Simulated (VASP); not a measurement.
Wanted: the native input for a VASP 6.6.1 run.

```
Task                   : relaxation of cell and atoms
Functional             : LDA
Potentials or basis    : VASP PAW LDA potentials, release 64 (Mo_sv)
Cutoff                 : 600 eV
k mesh                 : 8 × 8 × 12
Occupations            : fermi-dirac, width 0.05 eV
Spin                   : no spin polarisation
Target pressure        : 6.5 GPa
Dipole correction      : no
Further INCAR settings : ALGO = Normal; EDIFF = 1e-07; IBRION = 2; EDIFFG = -0.005; NSW = 60; ISIF = 3
```

The structure of Mo lies in POSCAR:

```
Mo
1.0
    4.3519604595      0.0000000000      0.0000000000
   -2.1759802297      3.7689083142      0.0000000000
    0.0000000000      0.0000000000      2.6982154849
Mo
3
Direct
    0.0000000000      0.0000000000      0.0000000000
    0.3333333333      0.6666666667      0.5000000000
    0.6666666667      0.3333333333      0.5000000000
```

This isn't the form of Mo at room conditions, which is bcc.

The input as run:

INCAR

```
PREC = Accurate
ENCUT = 600
EDIFF = 1E-7
ISMEAR = -1
SIGMA = 0.05
LREAL = F
LASPH = T
NELM = 100
ALGO = Normal
ISIF = 3
LWAVE = F
LCHARG = F
IBRION = 2
NSW = 60
EDIFFG = -0.005
PSTRESS = 65.0
```

KPOINTS

```
regular mesh
0
Gamma
  8 8 12
```

Potentials or basis: VASP PAW LDA potentials, release 64 (Mo_sv).

The run is started by

```bash
$ cat potpaw_LDA.64/Mo_sv/POTCAR > POTCAR
$ mpirun -np 1 vasp_std > vasp.out
```

Results of the run:

```
Relaxed volume                                             : 15.06 Å³/atom
Relaxed cell                                               : a = 4.556 Å, b = 4.556 Å, c = 2.514 Å, α = 90.00°, β = 90.00°, γ = 120.00°
Space group after relaxing (to 0.1 Å)                      : P6/mmm (No. 191)
Energy change on relaxing (the run minimises the enthalpy) : -136.7 meV/atom
Ionic steps                                                : 9
Pressure after relaxing                                    : 6.5 GPa
Band gap on the k mesh                                     : zero (bands 21 and 22 overlap by 1.48 eV)
```

Caveat: the cell is relaxed towards a set pressure, so the run minimises the enthalpy, not the energy.

Run time: 6 min on 1 thread of AMD EPYC 9R14 (Zen 4), on a shared host, peak memory 0.17 GiB.
